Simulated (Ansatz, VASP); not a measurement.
Co: VASP beside Ansatz

```xyz
2
Lattice="2.4937 0.0000 0.0000 -1.2469 2.1596 0.0000 0.0000 0.0000 4.0301" Properties=species:S:1:pos:R:3 pbc="T T T"
Co    0.0000    1.4397    1.0075
Co    1.2469    0.7199    3.0226
```

Alike in both runs: task electric field gradients; functional PBE; k mesh 20 × 20 × 12; occupations gaussian, width 0.05 eV; collinear spin.

```csv
,VASP,Ansatz
version,VASP 6.6.1,Ansatz 0.2.0
potentials or method,"VASP PAW PBE potentials, release 64 (Co), cutoff 520 eV","scalar-relativistic, plane waves, PAW"
valence electrons in the cell,18,34
```

Ansatz gave:

* gap on the k mesh at the Fermi level (eV): none
* pressure (GPa): 0.0
* traceless stress, the component that is largest in VASP (GPa): -0.02
* net moment per atom (μB): 1.60
* size of the moment on the site where the two differ most (μB): 1.68
* size of Vzz on the site where it differs most (V/Å²): 3.2

Problem. What did VASP give for the same quantities?

Solution. gap on the k mesh at the Fermi level (eV): none; pressure (GPa): -0.7; traceless stress, the component that is largest in VASP (GPa): -0.12; net moment per atom (μB): 1.60; size of the moment on the site where the two differ most (μB): 1.62; size of Vzz on the site where it differs most (V/Å²): 3.9.

Site moments also hang on the region over which each program counts them. A gap of «none» marks a metal or a gap that the smearing closes. VASP's potentials hold 18 valence electrons a cell and Ansatz's 34, so a difference there can come from the potentials and not from the codes. Ansatz's warnings: stability check not made.
